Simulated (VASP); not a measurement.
# Na (Im-3m) in VASP: further runs

The runs below take Na through single point, relaxation of cell and atoms, with PBEsol, r2SCAN.

All numbers are computed with VASP 6.6.1; they aren't measurements. Logs are shortened: lines on timing, memory, paths and dates and some standing lists are left out, and cuts for length are marked.

**1. The cell of the first run**

The structure is cubic, space group Im-3m (No. 229). Conventional cell: a = 4.169 Å, b = 4.169 Å, c = 4.169 Å, α = 90.00°, β = 90.00°, γ = 90.00°. Within 4.7 Å of Na (site symmetry m-3m) lie 14 Na at 3.61 to 4.17 Å.

**2. Single point, PBEsol**

File INCAR:

```
  ALGO = Normal
  EDIFF = 1E-6
  ENCUT = 500
  GGA = PS
  GGA_COMPAT = False
  ISIF = 2
  ISMEAR = 1
  LASPH = True
  LCHARG = True
  LELF = True
  LREAL = False
  LVHAR = True
  LWAVE = False
  NBANDS = 10
  NELM = 120
  PREC = Accurate
  SIGMA = 0.05
```

File KPOINTS:

```
k-points
0
Gamma
  7 7 7
```

File POSCAR:

```
Na
1.0
   -2.0842926656      2.0842926656      2.0842926656
    2.0842926656     -2.0842926656      2.0842926656
    2.0842926656      2.0842926656     -2.0842926656
Na
1
Direct
    0.0000000000      0.0000000000      0.0000000000
```

Potentials or basis: VASP PAW PBE potentials, release 64 (Na_pv).

Launch:

```bash
$ cat potpaw_PBE.64/Na_pv/POTCAR > POTCAR
$ mpirun -np 1 vasp_std > vasp.out
```

OUTCAR:

```text
EDIFF = 1E-6
   ENCUT = 500
   GGA = PS
   ISIF = 2
   ISMEAR = 1
   LASPH = True
   LREAL = False
   NELM = 120
   PREC = Accurate

 ion  position               nearest neighbor table
   1  0.000  0.000  0.000-

  LATTYP: Found a body centered cubic cell.
 ALAT       =     4.1685853312

  Lattice vectors:

 A1 = (  -2.0842926656,   2.0842926656,   2.0842926656)
 A2 = (   2.0842926656,  -2.0842926656,   2.0842926656)
 A3 = (   2.0842926656,   2.0842926656,  -2.0842926656)

Analysis of symmetry for initial positions (statically):
=====================================================================
 Subroutine PRICEL returns:
 Original cell was already a primitive cell.

 Routine SETGRP: Setting up the symmetry group for a
 body centered cubic supercell.

 Subroutine GETGRP returns: Found 48 space group operations
 (whereof 48 operations were pure point group operations)
 out of a pool of 48 trial point group operations.

The static configuration has the point symmetry O_h .

Analysis of symmetry for dynamics (positions and initial velocities):
=====================================================================
 Subroutine PRICEL returns:
 Original cell was already a primitive cell.

 Routine SETGRP: Setting up the symmetry group for a
 body centered cubic supercell.

 Subroutine GETGRP returns: Found 48 space group operations
 (whereof 48 operations were pure point group operations)
 out of a pool of 48 trial point group operations.

The dynamic configuration has the point symmetry O_h .

 Subroutine INISYM returns: Found 48 space group operations
 (whereof 48 operations are pure point group operations),
 and found     1 'primitive' translations

----------------------------------------------------------------------------------------

                                     Primitive cell

  volume of cell :      36.2190

  direct lattice vectors                    reciprocal lattice vectors
    -2.084292666  2.084292666  2.084292666     0.000000000  0.239889536  0.239889536
     2.084292666 -2.084292666  2.084292666     0.239889536  0.000000000  0.239889536
     2.084292666  2.084292666 -2.084292666     0.239889536  0.239889536  0.000000000

  length of vectors
     3.610100795  3.610100795  3.610100795     0.339255035  0.339255035  0.339255035

  position of ions in fractional coordinates (direct lattice)
[... 74 lines left out ...]
   EDIFFG = 0.1E-04   stopping-criterion for IOM
   NSW    =      0    number of steps for IOM
   IBRION =     -1    ionic relax: 0-MD 1-quasi-New 2-CG
   NFREE  =      0    steps in history (QN), initial steepest desc. (CG)
   ISIF   =      2    stress and relaxation
   ISYM   =      2    0-nonsym 1-usesym 2-fastsym
   POTIM  = 0.5000    time-step for ionic-motion
   TEBEG  =    0.0;   TEEND  =   0.0 temperature during run
   PSTRESS=    0.0 pullay stress
   NELECT =       7.0000    total number of electrons
   NUPDOWN=      -1.0000    fix difference up-down
   EMIN   =  10.00;   EMAX   =-10.00  energy-range for DOS
   EFERMI =   0.00;   METHOD = LEGACY
   ISMEAR =     1;   SIGMA  =   0.05  broadening in eV -4-tet -1-fermi 0-gaus
   EFERMI_NEDOS =   21; number of points for ismear=-14 and -15
   IALGO  =     38    algorithm
   IMIX   =      4    mixing-type and parameters
     AMIX     =   0.40;   BMIX     =  1.00
     AMIX_MAG =   1.60;   BMIX_MAG =  1.00
  volume/ion in A,a.u.               =      36.22       244.42
  Fermi-wavevector in a.u.,A,eV,Ry     =   0.946518  1.788659 12.189406  0.895896
  Thomas-Fermi vector in A             =   2.074523
   LORBIT       =      0    0 simple, 1 ext, 2 COOP (PROOUT), +10 PAW based schemes
   GGA     = PS    functional components
   LHFCALC =     F    Hartree Fock is set to
   AEXX    =    0.0000 exact exchange contribution
   IVDW    =     0    specifies the selected vdW correction
   LEPSILON=     F    determine dielectric tensor
   LRPA    =     F    only Hartree local field effects (RPA)
 non-spin polarized calculation
 Methfessel and Paxton  Order N= 1 SIGMA  =   0.05
  energy-cutoff  :      500.00
  volume of cell :       36.22
 maximum number of plane-waves:       939
   NGX = 13   NGY = 13   NGZ = 13

 number of electron       6.9999994 magnetization

 Free energy of the ion-electron system (eV)
  ---------------------------------------------------
  ext. energy  EPLUGINS =         0.00000000
  ---------------------------------------------------
  free energy    TOTEN  =        -1.39937829 eV

  energy without entropy =       -1.39869084  energy(sigma->0) =       -1.39914914

 E-fermi :   0.2555     XC(G=0):  -6.5629

 val. band max:        0.2337516998   @ k =  -0.2857   0.4286   0.1429
 cond. band min:       0.5710241620   @ k =  -0.4286   0.4286   0.1429
 fundamental gap:      0.3372724622
 Fermi energy:         0.2554771711

 k-point     1 :       0.0000    0.0000    0.0000
  band No.  band energies     occupation
      1     -24.3949      2.00000
      2     -24.3949      2.00000
      3     -24.3949      2.00000
      4      -2.9551      2.00000
      5      12.2558      0.00000
      6      12.2558      0.00000
      7      12.2558      0.00000
      8      13.2745      0.00000
      9      13.2745      0.00000
     10      13.8265      0.00000
[... 235 lines left out ...]
 k-point    20 :      -0.4286    0.4286    0.4286
  band No.  band energies     occupation
      1     -24.4230      2.00000
      2     -24.4217      2.00000
      3     -24.4217      2.00000
      4       3.2086      0.00000
      5       5.1008      0.00000
      6       5.4918      0.00000
      7       5.4918      0.00000
      8       6.6746      0.00000
      9       9.1774      0.00000
     10      18.4721      0.00000

------------------------ aborting loop because EDIFF is reached ----------------------------------------

  FORCE on cell =-STRESS in cart. coord.  units (eV):
  Direction    XX          YY          ZZ          XY          YZ          ZX
  --------------------------------------------------------------------------------------
  -------------------------------------------------------------------------------------
  Total       -0.0059337     -0.0059337     -0.0059337      0.0000000     -0.0000000     -0.0000000
  in kB       -0.2624844     -0.2624844     -0.2624844      0.0000000     -0.0000000     -0.0000000
  external PRESSURE =      -0.2624844 kB  Pullay stress =       0.0000000 kB

 VOLUME and BASIS-vectors are now :
 -----------------------------------------------------------------------------
  energy-cutoff  :      500.00
  volume of cell :       36.22
      direct lattice vectors                 reciprocal lattice vectors
    -2.084292666  2.084292666  2.084292666     0.000000000  0.239889536  0.239889536
     2.084292666 -2.084292666  2.084292666     0.239889536  0.000000000  0.239889536
     2.084292666  2.084292666 -2.084292666     0.239889536  0.239889536  0.000000000

 POSITION                                       TOTAL-FORCE (eV/Angst)
 -----------------------------------------------------------------------------------
      0.00000      0.00000      0.00000         0.000000      0.000000      0.000000
 -----------------------------------------------------------------------------------
    total drift:                               -0.000000     -0.000000     -0.000000

  FREE ENERGIE OF THE ION-ELECTRON SYSTEM (eV)
  ---------------------------------------------------
  free  energy   TOTEN  =        -1.3993782877 eV

  energy  without entropy=       -1.3986908390  energy(sigma->0) =       -1.39914914
```

OSZICAR:

```text
N       E                     dE             d eps       ncg     rms          rms(c)
DAV:   1     0.284253923520E+02    0.28425E+02   -0.37955E+03   400   0.568E+02
DAV:   2    -0.811898668368E+00   -0.29237E+02   -0.28808E+02   420   0.143E+02
DAV:   3    -0.139691477713E+01   -0.58502E+00   -0.58461E+00   498   0.226E+01
DAV:   4    -0.140159341301E+01   -0.46786E-02   -0.46785E-02   462   0.207E+00
DAV:   5    -0.140165132334E+01   -0.57910E-04   -0.57910E-04   500   0.225E-01    0.238E-01
DAV:   6    -0.139992732677E+01    0.17240E-02   -0.28114E-03   462   0.774E-01    0.144E-01
DAV:   7    -0.139943095334E+01    0.49637E-03   -0.24801E-03   450   0.650E-01    0.455E-02
DAV:   8    -0.139937808096E+01    0.52872E-04   -0.19649E-04   460   0.243E-01    0.199E-03
DAV:   9    -0.139937828767E+01   -0.20671E-06   -0.71838E-07   290   0.948E-03
   1 F= -.13993783E+01 E0= -.13991491E+01  d E =-.687449E-03
```

Wall time 2.8 s (1 thread of Intel Xeon 6975P-C (Granite Rapids), shared host); peak memory 0.14 GiB.

Results:

```yaml
Free_energy: -1.3994 eV
Pressure: 0.0 GPa
Band_gap_on_the_k_mesh: zero (an odd number of electrons rules out a gap without spin polarisation)
```

Caveat: the PAW data sets were made with another functional, which shifts forces and pressure a little.

**3. Relaxation of cell and atoms, PBEsol**

This run uses another cell than the first one, of 39.26 Å³/atom.

File INCAR:

```
SYSTEM = Na
  PREC = Accurate
  ENCUT = 500
  EDIFF = 1E-7
  ISMEAR = 1
  SIGMA = 0.05
  LREAL = .False.
  LASPH = .True.
  NELM = 120
  ALGO = Normal
  ISIF = 3
  LWAVE = .False.
  LCHARG = .False.
  GGA = PS
  IBRION = 2
  NSW = 60
  EDIFFG = -0.01
  GGA_COMPAT = .False.
  NELMIN = 4
```

File KPOINTS:

```
Automatic mesh
0
Gamma
  7 7 7
  0 0 0
```

File POSCAR:

```
Na
1.0
   -2.1410000000      2.1410000000      2.1410000000
    2.1410000000     -2.1410000000      2.1410000000
    2.1410000000      2.1410000000     -2.1410000000
Na
1
Direct
    0.0000000000      0.0000000000      0.0000000000
```

Potentials or basis: VASP PAW PBE potentials, release 64 (Na_pv).

Launch:

```bash
$ cat potpaw_PBE.64/Na_pv/POTCAR > POTCAR
$ mpirun -np 1 vasp_std > vasp.out
```

It took 4.7 s on 1 thread of Intel Xeon 6975P-C (Granite Rapids), shared host; peak memory 0.14 GiB.

Results (log left out):

* Free energy: -1.3996 eV
* Relaxed volume: 36.20 Å³/atom
* Relaxed cell: a = 3.609 Å, b = 3.609 Å, c = 3.609 Å, α = 109.47°, β = 109.47°, γ = 109.47°
* Space group after relaxing (to 0.1 Å): Im-3m (No. 229)
* Energy gained by relaxing: 5.4 meV/atom
* Ionic steps: 3
* Pressure after relaxing: 0.0 GPa
* Band gap on the k mesh: zero (an odd number of electrons rules out a gap without spin polarisation)

The path:
| step | energy change (eV) | largest force (eV/Å) | pressure (GPa) | volume (Å³) |
| --- | --- | --- | --- | --- |
| 1 | 0.0000 | 0.0000 | -0.56 | 39.26 |
| 2 | -0.0024 | 0.0000 | -0.43 | 38.48 |
| 3 | -0.0054 | 0.0000 | 0.01 | 36.20 |

Final structure:
```xyz
1
Lattice="-2.0839 2.0839 2.0839 2.0839 -2.0839 2.0839 2.0839 2.0839 -2.0839" Properties=species:S:1:pos:R:3 pbc="T T T"
Na    0.0000    0.0000    0.0000
```

Levels at points of the mesh, in eV from the Fermi level:
```
           k point  band 1  band 2  band 3  band 4  band 5  band 6  band 7
(0.00, 0.00, 0.00)  -24.65  -24.65  -24.65   -3.21   12.00   12.00   12.00
```

Caveat: the PAW data sets were made with another functional, which shifts forces and pressure a little.

**4. Single point, r2SCAN**

File POSCAR:

```
Na
1.0
   -2.0842926656      2.0842926656      2.0842926656
    2.0842926656     -2.0842926656      2.0842926656
    2.0842926656      2.0842926656     -2.0842926656
Na
1
Direct
    0.0000000000      0.0000000000      0.0000000000
```

File INCAR.step1:

```
SYSTEM = Na
ALGO = Normal
EDIFF = 1E-5
ENCUT = 550
GGA = PE
GGA_COMPAT = .False.
ISMEAR = 1
LASPH = .True.
LCHARG = .False.
LREAL = .False.
LWAVE = .True.
NBANDS = 10
NELM = 120
PREC = Accurate
SIGMA = 0.05
```

File INCAR.step2:

```
SYSTEM = Na
ALGO = Normal
EDIFF = 1E-6
ENCUT = 550
GGA_COMPAT = .False.
ISIF = 2
ISMEAR = 1
ISTART = 1
LASPH = .True.
LCHARG = .False.
LMIXTAU = .True.
LREAL = .False.
LWAVE = .False.
METAGGA = R2SCAN
NBANDS = 10
NELM = 120
PREC = Accurate
SIGMA = 0.05
```

File KPOINTS:

```
k-points
0
Gamma
  10 10 10
  0 0 0
```

Launch:

```bash
$ cat potpaw_PBE.64/Na_pv/POTCAR > POTCAR
$ cp INCAR.step1 INCAR
$ mpirun -np 1 vasp_std > vasp.out
$ cp INCAR.step2 INCAR
$ mpirun -np 1 vasp_std > vasp.out
```

Wall time 25 s (1 thread of Intel Xeon 6975P-C (Granite Rapids), shared host); peak memory 0.16 GiB.

Results (log left out):

```yaml
Free_energy: -3.5457 eV
Pressure: 0.4 GPa
Band_gap_on_the_k_mesh: zero (an odd number of electrons rules out a gap without spin polarisation)
```

Levels at points of the mesh, in eV from the Fermi level:
```csv
k point,band 1,band 2,band 3,band 4,band 5,band 6,band 7
"(0.00, 0.00, 0.00)",-25.96,-25.96,-25.96,-3.51,12.60,12.60,12.60
"(0.50, 0.00, 0.00)",-26.00,-25.98,-25.96,0.76,1.48,8.79,10.20
"(0.50, 0.50, 0.50)",-25.99,-25.99,-25.99,4.76,4.76,5.42,5.42
```

Caveat: the PAW data sets were made with another functional, which shifts forces and pressure a little.

**5. Summary**

| task | level | cell | k mesh | cutoff (eV) | gap on the mesh (eV) | pressure (GPa) |
| --- | --- | --- | --- | --- | --- | --- |
| single point | PBEsol | a = 3.610 Å, angles 109.5°, 1 atom | 7 × 7 × 7 | 500 | none | 0.0 |
| relaxation of cell and atoms | PBEsol | relaxed from a = 3.708 Å, angles 109.5°, 1 atom | 7 × 7 × 7 | 500 | none | 0.0 |
| single point | r2SCAN | a = 3.610 Å, angles 109.5°, 1 atom | 10 × 10 × 10 | 550 | none | 0.4 |

Alike in all rows: potentials or basis VASP PAW PBE potentials, release 64 (Na_pv); no spin polarisation; smearing methfessel-paxton 0.05 eV.

Caveats: the PAW data sets were made with another functional, which shifts forces and pressure a little.

Total energies depend on the potentials used, so only differences within one code and one set of settings carry meaning.

The gap in the log of VASP goes by the Fermi energy; the results here count the filled bands.